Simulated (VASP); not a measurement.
# TiPt3 in VASP: a series of runs

The runs below take TiPt3 through single point, with LDA, PBEsol, PBE.

All numbers are computed with VASP 6.6.1; they aren't measurements. Logs are shortened: lines on timing, memory, paths and dates and some standing lists are left out, and cuts for length are marked.

## 1. The cell of the first run

Symmetry: Pm-3m, No. 221, cubic system. The conventional cell has a = 3.948 Å, b = 3.948 Å, c = 3.948 Å, α = 90.00°, β = 90.00°, γ = 90.00°. Pt (site symmetry 4/mmm) has 8 Pt at 2.79 Å and 4 Ti at 2.79 Å within 3.7 Å. Ti (site symmetry m-3m) has 12 Pt at 2.79 Å within 3.7 Å.

## 2. Single point, LDA (volume scaled by 1.04)

The input, INCAR:

```
SYSTEM = TiPt3
PREC = Accurate
ENCUT = 520
EDIFF = 1E-6
ISMEAR = -1
SIGMA = 0.05
LREAL = .FALSE.
LASPH = .TRUE.
NELM = 80
ALGO = Fast
ISIF = 2
LWAVE = .FALSE.
LCHARG = .FALSE.
GGA = CA
NBANDS = 29
```

The input, KPOINTS:

```
regular mesh
0
G
  7 7 7
  0 0 0
```

The input, POSCAR:

```
TiPt3
1.0
    3.9482821967      0.0000000000      0.0000000000
    0.0000000000      3.9482821967      0.0000000000
    0.0000000000      0.0000000000      3.9482821967
Pt Ti
3 1
Direct
    0.5000000000      0.5000000000      0.0000000000
    0.5000000000      0.0000000000      0.5000000000
    0.0000000000      0.5000000000      0.5000000000
    0.0000000000      0.0000000000      0.0000000000
```

Potentials or basis: VASP PAW LDA potentials, release 64 (Pt, Ti_sv).

Started as:

```bash
$ cat potpaw_LDA.64/Pt/POTCAR potpaw_LDA.64/Ti_sv/POTCAR > POTCAR
$ mpirun -np 1 vasp_std > vasp.out
```

OUTCAR:

```text
SYSTEM = TiPt3
   PREC = Accurate
   ENCUT = 520
   EDIFF = 1E-6
   ISMEAR = -1
   LREAL = .FALSE.
   LASPH = .TRUE.
   NELM = 80
   ISIF = 2
   GGA = CA

 ion  position               nearest neighbor table
   1  0.500  0.500  0.000-   2 2.79   3 2.79   4 2.79   2 2.79   3 2.79   2 2.79   4 2.79   2 2.79
                             3 2.79   4 2.79   3 2.79   4 2.79
   2  0.500  0.000  0.500-   1 2.79   3 2.79   4 2.79   1 2.79   4 2.79   1 2.79   3 2.79   1 2.79
                             3 2.79   4 2.79   4 2.79   3 2.79
   3  0.000  0.500  0.500-   1 2.79   2 2.79   4 2.79   1 2.79   4 2.79   2 2.79   4 2.79   4 2.79
                             1 2.79   2 2.79   1 2.79   2 2.79
   4  0.000  0.000  0.000-   1 2.79   2 2.79   3 2.79   2 2.79   3 2.79   1 2.79   3 2.79   3 2.79
                             1 2.79   2 2.79   2 2.79   1 2.79

  LATTYP: Found a simple cubic cell.
 ALAT       =     3.9482821967

  Lattice vectors:

 A1 = (   3.9482821967,   0.0000000000,   0.0000000000)
 A2 = (   0.0000000000,   3.9482821967,   0.0000000000)
 A3 = (   0.0000000000,   0.0000000000,   3.9482821967)

Analysis of symmetry for initial positions (statically):
=====================================================================
 Subroutine PRICEL returns:
 Original cell was already a primitive cell.

 Routine SETGRP: Setting up the symmetry group for a
 simple cubic supercell.

 Subroutine GETGRP returns: Found 48 space group operations
 (whereof 48 operations were pure point group operations)
 out of a pool of 48 trial point group operations.

The static configuration has the point symmetry O_h .

Analysis of symmetry for dynamics (positions and initial velocities):
=====================================================================
 Subroutine PRICEL returns:
 Original cell was already a primitive cell.

 Routine SETGRP: Setting up the symmetry group for a
 simple cubic supercell.

 Subroutine GETGRP returns: Found 48 space group operations
 (whereof 48 operations were pure point group operations)
 out of a pool of 48 trial point group operations.

The dynamic configuration has the point symmetry O_h .

 Subroutine INISYM returns: Found 48 space group operations
 (whereof 48 operations are pure point group operations),
 and found     1 'primitive' translations
[... 89 lines left out ...]
   LNONCOLLINEAR =      F non collinear calculations
   LSORBIT =      F    spin-orbit coupling
   LASPH  =      T    aspherical Exc in radial PAW
   ENCUT  =  520.0 eV  38.22 Ry    6.18 a.u.   7.34  7.34  7.34*2*pi/ulx,y,z
   NELM   =     80;   NELMIN=  2; NELMDL= -5     # of ELM steps
   EDIFF  = 0.1E-05   stopping-criterion for ELM
   LREAL  =      F    real-space projection
   EDIFFG = 0.1E-04   stopping-criterion for IOM
   NSW    =      0    number of steps for IOM
   IBRION =     -1    ionic relax: 0-MD 1-quasi-New 2-CG
   NFREE  =      0    steps in history (QN), initial steepest desc. (CG)
   ISIF   =      2    stress and relaxation
   ISYM   =      2    0-nonsym 1-usesym 2-fastsym
   POTIM  = 0.5000    time-step for ionic-motion
   TEBEG  =    0.0;   TEEND  =   0.0 temperature during run
   PSTRESS=    0.0 pullay stress
   NELECT =      42.0000    total number of electrons
   NUPDOWN=      -1.0000    fix difference up-down
   EMIN   =  10.00;   EMAX   =-10.00  energy-range for DOS
   EFERMI =   0.00;   METHOD = LEGACY
   ISMEAR =    -1;   SIGMA  =   0.05  broadening in eV -4-tet -1-fermi 0-gaus
   EFERMI_NEDOS =   21; number of points for ismear=-14 and -15
   IALGO  =     68    algorithm
   IMIX   =      4    mixing-type and parameters
     AMIX     =   0.40;   BMIX     =  1.00
     AMIX_MAG =   1.60;   BMIX_MAG =  1.00
  volume/ion in A,a.u.               =      15.39       103.84
  Fermi-wavevector in a.u.,A,eV,Ry     =   1.441285  2.723633 28.263399  2.077301
  Thomas-Fermi vector in A             =   2.559934
   LORBIT       =      0    0 simple, 1 ext, 2 COOP (PROOUT), +10 PAW based schemes
   GGA     = CA    functional components
   LHFCALC =     F    Hartree Fock is set to
   AEXX    =    0.0000 exact exchange contribution
   IVDW    =     0    specifies the selected vdW correction
   LEPSILON=     F    determine dielectric tensor
   LRPA    =     F    only Hartree local field effects (RPA)
 non-spin polarized calculation
 RMM-DIIS sequential band-by-band and
  energy-cutoff  :      520.00
  volume of cell :       61.55
 maximum number of plane-waves:      1675
 NGX is ok and might be reduce to    30
   NGX = 15   NGY = 15   NGZ = 15

 number of electron      42.0000003 magnetization

 Free energy of the ion-electron system (eV)
  ---------------------------------------------------
  ext. energy  EPLUGINS =         0.00000000
  ---------------------------------------------------
  free energy    TOTEN  =       -34.48369159 eV

  energy without entropy =      -34.47043544  energy(sigma->0) =      -34.47706352

 E-fermi :  11.0105     XC(G=0): -13.2830

 val. band max:       11.0088095871   @ k =   0.4286   0.0000   0.0000
 cond. band min:      11.0882873909   @ k =   0.4286   0.1429   0.1429
 fundamental gap:      0.0794778038
 Fermi energy:        11.0105188703

 k-point     1 :       0.0000    0.0000    0.0000
  band No.  band energies     occupation
      1     -46.4936      2.00000
      2     -23.0893      2.00000
      3     -23.0893      2.00000
      4     -23.0893      2.00000
      5       1.1614      2.00000
      6       3.9760      2.00000
[... 629 lines left out ...]
     28      12.7173      0.00000
     29      16.4308      0.00000

------------------------ aborting loop because EDIFF is reached ----------------------------------------

  FORCE on cell =-STRESS in cart. coord.  units (eV):
  Direction    XX          YY          ZZ          XY          YZ          ZX
  --------------------------------------------------------------------------------------
  -------------------------------------------------------------------------------------
  Total       -5.2135586     -5.2135586     -5.2135586      0.0000000      0.0000000     -0.0000000
  in kB     -135.7126353   -135.7126353   -135.7126353      0.0000000      0.0000000     -0.0000000
  external PRESSURE =    -135.7126353 kB  Pullay stress =       0.0000000 kB

 VOLUME and BASIS-vectors are now :
 -----------------------------------------------------------------------------
  energy-cutoff  :      520.00
  volume of cell :       61.55
      direct lattice vectors                 reciprocal lattice vectors
     3.948282197  0.000000000  0.000000000     0.253274703  0.000000000  0.000000000
     0.000000000  3.948282197  0.000000000     0.000000000  0.253274703  0.000000000
     0.000000000  0.000000000  3.948282197     0.000000000  0.000000000  0.253274703

 POSITION                                       TOTAL-FORCE (eV/Angst)
 -----------------------------------------------------------------------------------
      1.97414      1.97414      0.00000         0.000000      0.000000      0.000000
      1.97414      0.00000      1.97414         0.000000      0.000000      0.000000
      0.00000      1.97414      1.97414         0.000000      0.000000      0.000000
      0.00000      0.00000      0.00000         0.000000      0.000000      0.000000
 -----------------------------------------------------------------------------------
    total drift:                                0.000000      0.000000     -0.000000

  FREE ENERGIE OF THE ION-ELECTRON SYSTEM (eV)
  ---------------------------------------------------
  free  energy   TOTEN  =       -34.4836915928 eV

  energy  without entropy=      -34.4704354419  energy(sigma->0) =      -34.47706352
```

OSZICAR:

```text
N       E                     dE             d eps       ncg     rms          rms(c)
DAV:   1     0.370181868275E+03    0.37018E+03   -0.20776E+04  1160   0.155E+03
DAV:   2    -0.881506839590E+01   -0.37900E+03   -0.36012E+03  1205   0.400E+02
DAV:   3    -0.369636672666E+02   -0.28149E+02   -0.26580E+02  1479   0.102E+02
DAV:   4    -0.379759855961E+02   -0.10123E+01   -0.10083E+01  1397   0.181E+01
[... 20 lines left out ...]
RMM:  25    -0.344836871170E+02   -0.25182E-05   -0.30413E-05  1208   0.149E-02    0.344E-03
RMM:  26    -0.344836885679E+02   -0.14509E-05   -0.17577E-05   848   0.765E-03    0.512E-03
RMM:  27    -0.344836899530E+02   -0.13851E-05   -0.15930E-05   797   0.697E-03    0.480E-03
RMM:  28    -0.344836907995E+02   -0.84644E-06   -0.10637E-05   828   0.676E-03    0.440E-03
RMM:  29    -0.344836915928E+02   -0.79331E-06   -0.96478E-06   860   0.695E-03
   1 F= -.34483692E+02 E0= -.34477064E+02  d E =-.132562E-01
```

stdout:

```text
POSCAR found type information on POSCAR PtTi
 POSCAR found :  2 types and       4 ions
 scaLAPACK will be used
 LDA part: xc-table for (Slater(with rela. corr.)+CA(PZ))
 , standard interpolation
 POSCAR, INCAR and KPOINTS ok, starting setup
 FFT: planning ... GRIDC
 FFT: planning ... GRID_SOFT
 FFT: planning ... GRID
 WAVECAR not read
 entering main loop
WARNING in EDDRMM: call to ZHEGV failed, returncode =   6  3     15
WARNING in EDDRMM: call to ZHEGV failed, returncode =   8  4     26
WARNING in EDDRMM: call to ZHEGV failed, returncode =   6  3     12
```

It took 52 s on 1 thread of Intel Xeon Platinum 8488C (Sapphire Rapids), shared host; peak memory 0.16 GiB.

What came out:

| Property | Result |
| --- | --- |
| Free energy | -34.4837 eV |
| Pressure | -13.6 GPa |
| Band gap on the k mesh | zero (band 21 reaches 12.31 eV, above the bottom of band 22 at 10.90 eV) |

Levels at points of the mesh, in eV from the Fermi level:
| k point | band 17 | band 18 | band 19 | band 20 | band 21 | band 22 | band 23 | band 24 | band 25 | band 26 |
| --- | --- | --- | --- | --- | --- | --- | --- | --- | --- | --- |
| (0.00, 0.00, 0.00) | -0.53 | 0.00 | 0.00 | 0.00 | 1.29 | 1.29 | 1.61 | 1.61 | 1.61 | 1.92 |

Caveat: spin-orbit coupling is left out, which moves the levels of the heavy elements.

## 3. Single point, LDA (volume scaled by 1.06)

The input, INCAR:

```
PREC = Accurate
ENCUT = 520
EDIFF = 1E-6
ISMEAR = -1
SIGMA = 0.05
LREAL = F
LASPH = T
NELM = 80
ALGO = Normal
ISIF = 2
LWAVE = F
LCHARG = T
LELF = T
LVHAR = T
NBANDS = 29
```

The input, KPOINTS:

```
regular mesh
0
Gamma
  7 7 7
```

The input, POSCAR:

```
TiPt3
1.0
    3.9734311690      0.0000000000      0.0000000000
    0.0000000000      3.9734311690      0.0000000000
    0.0000000000      0.0000000000      3.9734311690
Pt Ti
3 1
Direct
    0.5000000000      0.5000000000      0.0000000000
    0.5000000000      0.0000000000      0.5000000000
    0.0000000000      0.5000000000      0.5000000000
    0.0000000000      0.0000000000      0.0000000000
```

Potentials or basis: VASP PAW LDA potentials, release 64 (Pt, Ti_sv).

Started as:

```bash
$ cat potpaw_LDA.64/Pt/POTCAR potpaw_LDA.64/Ti_sv/POTCAR > POTCAR
$ mpirun -np 1 vasp_std > vasp.out
```

Run time: 26 s. Hardware: 1 thread of Intel Xeon Platinum 8488C (Sapphire Rapids), shared host; peak memory 0.16 GiB.

It converged, with:

```yaml
Free_energy: -34.3701 eV
Pressure: -17.5 GPa
Band_gap_on_the_k_mesh: zero (band 21 reaches 11.93 eV, above the bottom of band 22 at 10.58 eV)
```

Levels at points of the mesh, in eV from the Fermi level:
```tsv
k point	band 19	band 20	band 21	band 22	band 23	band 24
(0.00, 0.00, 0.00)	-0.02	-0.02	1.26	1.26	1.63	1.63
```

Caveat: spin-orbit coupling is left out, which moves the levels of the heavy elements.

[end of part 1 of 3]
